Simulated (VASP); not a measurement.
**NiN2: single point with PBE**

NiN2:

```
Ni N
1.0
    -1.68283    1.68283    2.23189
     1.68283   -1.68283    2.23189
     1.68283    1.68283   -2.23189
Ni N
1 2
Direct
  0.00000 0.00000 0.00000
  0.75000 0.25000 0.50000
  0.25000 0.75000 0.50000
```

```json
{
 "Program": "VASP 6.6.1",
 "Task": "single point",
 "Functional": "PBE",
 "Potentials or basis": "VASP PAW PBE potentials, release 64 (Ni, N)",
 "Cutoff": "520 eV",
 "k mesh": "20 × 20 × 20",
 "Occupations": "gaussian, width 0.1 eV",
 "Spin": "no spin polarisation"
}
```

The pressure is 0.2 GPa. The band gap on the k mesh is zero (bands 10 and 11 overlap by 1.58 eV).

Stress tensor (GPa, compression positive):
```
 0.30  0.00  0.00
 0.00  0.30  0.00
 0.00  0.00 -0.13
```

Levels at points of the mesh, in eV from the Fermi level:
```csv
k point,band 7,band 8,band 9,band 10,band 11,band 12,band 13,band 14
"(0.00, 0.00, 0.00)",-2.58,-0.05,-0.05,1.00,1.34,1.56,1.56,10.08
"(0.50, 0.00, 0.00)",-2.51,-2.51,-2.48,-1.99,-0.56,1.55,1.58,12.08
"(0.50, 0.50, 0.00)",-3.15,-2.40,-2.11,-1.10,1.86,2.51,3.13,8.94
"(0.50, 0.50, 0.50)",-3.46,-2.41,-1.93,-1.08,2.67,2.69,2.69,8.13
```

It took 2.6 min on 1 thread of Intel(R) Xeon(R) 6975P-C (Granite Rapids) (shared host), peak memory 0.35 GiB.

Caveat: the run has no spin polarisation, though such a crystal can be magnetic. With open d or f shells a metallic result of PBE can be an artefact of self-interaction; +U or a hybrid may open a gap.
